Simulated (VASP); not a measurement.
A run of VASP 6.6.1 is set up as follows.

File INCAR:

```
SYSTEM = Rb2CoF6
PREC = Accurate ; ENCUT = 520
EDIFF = 1E-7 ; ISMEAR = 0
SIGMA = 0.05 ; LREAL = .FALSE.
LASPH = .TRUE. ; NELM = 150
ALGO = Normal ; ISIF = 2
LWAVE = .FALSE. ; LCHARG = .FALSE.
ISPIN = 2 ; MAGMOM = 0 0 0.73 0.04 0.04 0.04 0.04 0.04 0.04
LORBIT = 11 ; LMAXMIX = 4
LDAU = .TRUE. ; LDAUTYPE = 2
LDAUL = -1 2 -1 ; LDAUU = 0 2 0
LDAUJ = 0 0 0 ; LDAUPRINT = 1
GGA = CA ; NBANDS = 48
```

The input KPOINTS:

```
regular mesh
0
G
  4 4 4
  0 0 0
```

The input POSCAR:

```
Rb2CoF6
1.0
    0.0000000000      4.2299996800      4.2299996800
    4.2299996800      0.0000000000      4.2299996800
    4.2299996800      4.2299996800      0.0000000000
Rb Co F
2 1 6
Direct
    0.2500000000      0.2500000000      0.2500000000
    0.7500000000      0.7500000000      0.7500000000
    0.0000000000      0.0000000000      0.0000000000
    0.8050000000      0.1950000000      0.1950000000
    0.1950000000      0.8050000000      0.1950000000
    0.1950000000      0.8050000000      0.8050000000
    0.8050000000      0.1950000000      0.8050000000
    0.1950000000      0.1950000000      0.8050000000
    0.8050000000      0.8050000000      0.1950000000
```

Potentials or basis: VASP PAW LDA potentials, release 64 (Rb_sv, Co, F).

Command:

```console
$ cat potpaw_LDA.64/Rb_sv/POTCAR potpaw_LDA.64/Co/POTCAR potpaw_LDA.64/F/POTCAR > POTCAR
$ mpirun -np 1 vasp_std > vasp.out
```

Question: Estimate the pressure.

Answer: 11.4 GPa.

Question: Estimate the net moment.

Answer: 1.00 μB per cell.

Question: Estimate the site moments.

Answer: Rb +0.00; Co +0.74; F +0.03 μB.

Eigenvalues of the final occupation matrices:
| site | spin | trace | eigenvalues |
| --- | --- | --- | --- |
| site 3 d | 1 | 4.22 | 0.58 0.58 1.02 1.02 1.02 |
| site 3 d | 2 | 3.48 | 0.56 0.56 0.79 0.79 0.79 |

Caveat: the cell stands under pressure; a cell with one magnetic atom can't hold antiferromagnetic order, which such compounds often take; forces of over 1 eV/Å act on the atoms, so gaps and moduli don't describe the material at rest. The state reached can hang on the start; a lower one may exist.
